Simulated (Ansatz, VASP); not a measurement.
## ScTiSe4 in VASP and in Ansatz

The input INCAR:

```
SYSTEM = ScTiSe4
PREC     = Accurate       ! precision mode
ENCUT    = 520            ! plane-wave cutoff, eV
EDIFF    = 1E-6           ! SCF threshold, eV
ISMEAR   = 0              ! smearing method
SIGMA    = 0.1            ! smearing width, eV
LREAL    = .FALSE.        ! projectors in reciprocal space
LASPH    = .TRUE.         ! aspherical terms in the spheres
NELM     = 150            ! most SCF steps
ALGO     = Normal         ! electronic algorithm
ISIF     = 2              ! what is computed and relaxed
LWAVE    = .FALSE.        ! write WAVECAR
LCHARG   = .FALSE.        ! write CHGCAR
ISPIN    = 2              ! spin polarisation
MAGMOM   = 0 1 0 0 0 0    ! initial moments
LORBIT   = 11             ! projections on sites
LMAXMIX  = 4              ! l up to which the mixer works
GGA      = PE             ! functional
NBANDS   = 36             ! bands
```

The input KPOINTS:

```
regular mesh
0
G
  4 4 4
  0 0 0
```

The input POSCAR:

```
ScTiSe4
1.0
    0.0000000000      4.3043504600      4.3043504600
    4.3043504600      0.0000000000      4.3043504600
    4.3043504600      4.3043504600      0.0000000000
Sc Ti Se
1 1 4
Direct
    0.7500000000      0.7500000000      0.7500000000
    0.5000000000      0.5000000000      0.5000000000
    0.6248223900      0.1250592000      0.1250592000
    0.1250592000      0.6248223900      0.1250592000
    0.1250592000      0.1250592000      0.6248223900
    0.1250592000      0.1250592000      0.1250592000
```

Input for Ansatz:

```yaml
crystal:
  lattice:
    - [0.0, 4.30435046, 4.30435046]
    - [4.30435046, 0.0, 4.30435046]
    - [4.30435046, 4.30435046, 0.0]
  atoms:
    - { symbol: Sc, position: [0.75, 0.75, 0.75] }
    - { symbol: Ti, position: [0.5, 0.5, 0.5], spin: 1.0 }
    - { symbol: Se, position: [0.62482239, 0.1250592, 0.1250592] }
    - { symbol: Se, position: [0.1250592, 0.62482239, 0.1250592] }
    - { symbol: Se, position: [0.1250592, 0.1250592, 0.62482239] }
    - { symbol: Se, position: [0.1250592, 0.1250592, 0.1250592] }
basis:
  ecutwfc: 420
kpoints:
  mp_grid: { grid: [4, 4, 4] }
hamiltonian:
  xc: pbe
scf:
  occupations: { method: gaussian, width: 0.1 }
  lower_state_search: "off"
output:
  forces: true
  stress: true
  eigenvalues: true
  populations: true
magnetization:
  spin_polarized: true
```

Change from the starting cell: species swapped into the ZrNbFe4 type (F-43m, No. 216).

Alike in both runs: task single point; functional PBE; k mesh 4 × 4 × 4; occupations gaussian, width 0.1 eV; collinear spin.

```csv
,VASP,Ansatz
version,VASP 6.6.1,Ansatz 0.2.0
potentials or method,"VASP PAW PBE potentials, release 64 (Sc_sv, Ti_sv, Se), cutoff 520 eV","scalar-relativistic, plane waves, PAW"
valence electrons in the cell,47,87
```

```csv
,VASP,Ansatz,Ansatz less VASP
gap on the k mesh at the Fermi level (eV),none,none,-
pressure (GPa),-7.2,-7.2,+0.02
rms of the force components (eV/Å),0.039,0.039,+0.0006
net moment per atom (μB),0.58,0.58,0.000
size of the moment on the site where the two differ most (μB),1.82,2.18,+0.360
```

Site moments also hang on the region over which each program counts them. Atom by atom the forces differ by 0.001 eV/Å (rms over components). A gap of «none» marks a metal or a gap that the smearing closes. VASP's potentials hold 47 valence electrons a cell and Ansatz's 87, so a difference there can come from the potentials and not from the codes.
